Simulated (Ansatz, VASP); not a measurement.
Cd2CuB2: VASP beside Ansatz

```xyz
5
Lattice="-1.9098 1.9098 5.6388 1.9098 -1.9098 5.6388 1.9098 1.9098 -5.6388" Properties=species:S:1:pos:R:3 pbc="T T T"
Cd    0.0000    0.0000    7.5953
Cd    0.0000    0.0000    3.6824
Cu    0.0000    0.0000    0.0000
B     0.0000    1.9098    0.0000
B     1.9098    0.0000    0.0000
```

Alike in both runs: functional PBE; k mesh 14 × 14 × 14; occupations gaussian, width 0.1 eV; no spin polarisation.

Ansatz relaxed the structure, and its values are those at the end. VASP's run is a single point on that final structure, the one shown.

```csv
,VASP,Ansatz
version,VASP 6.6.1,Ansatz 0.2.0
potentials or method,"VASP PAW PBE potentials, release 64 (Cd, Cu, B), cutoff 520 eV","scalar-relativistic, plane waves, PAW"
valence electrons in the cell,41,65
```

Ansatz gave:

```
gap on the k mesh at the Fermi level (eV) : none
pressure (GPa)                            : 0.0
```

Estimate VASP's values.

gap on the k mesh at the Fermi level (eV): none; pressure (GPa): 0.2.

A gap of «none» marks a metal or a gap that the smearing closes. VASP's potentials hold 41 valence electrons a cell and Ansatz's 65, so a difference there can come from the potentials and not from the codes.
